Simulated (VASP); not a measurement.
Input of a VASP 6.6.1 run:

The input POSCAR:

```
Pt
1.0
    0.0000000000      1.9716774509      1.9716774509
    1.9716774509      0.0000000000      1.9716774509
    1.9716774509      1.9716774509      0.0000000000
Pt
1
Direct
    0.0000000000      0.0000000000      0.0000000000
```

The input INCAR.step1:

```
ALGO = Normal ; EDIFF = 1E-5
ENCUT = 520 ; GGA = PE
ISIF = 2 ; ISMEAR = -1
LASPH = T ; LCHARG = F
LREAL = F ; LWAVE = T
NBANDS = 11 ; NELM = 80
PREC = Accurate ; SIGMA = 0.1
```

INCAR.step2

```
ALGO = Normal ; EDIFF = 1E-6
ENCUT = 520 ; GGA = PE
HFSCREEN = 0.2079 ; ISIF = 2
ISMEAR = -1 ; ISTART = 1
LASPH = T ; LCHARG = F
LHFCALC = T ; LREAL = F
LWAVE = F ; NBANDS = 11
NELM = 80 ; PREC = Accurate
PRECFOCK = Normal ; SIGMA = 0.1
```

File KPOINTS:

```
k-points
0
Gamma
  6 6 6
```

Potentials or basis: VASP PAW PBE potentials, release 64 (Pt).

The run is started by

```bash
$ cat potpaw_PBE.64/Pt/POTCAR > POTCAR
$ cp INCAR.step1 INCAR
$ mpirun -np 1 vasp_std > vasp.out
$ cp INCAR.step2 INCAR
$ mpirun -np 1 vasp_std > vasp.out
```

(1) Predict the pressure.

(2) Predict the band gap on the k mesh.

Answers

(1) -5.6 GPa.

(2) zero (bands 5 and 6 overlap by 2.91 eV).

Caveat: the k points lie up to 0.46 Å⁻¹ apart, too coarse for converged energies and pressures of a metal; the PAW data sets were made with another functional, which shifts forces and pressure a little; spin-orbit coupling is left out, which moves the levels of the heavy elements.
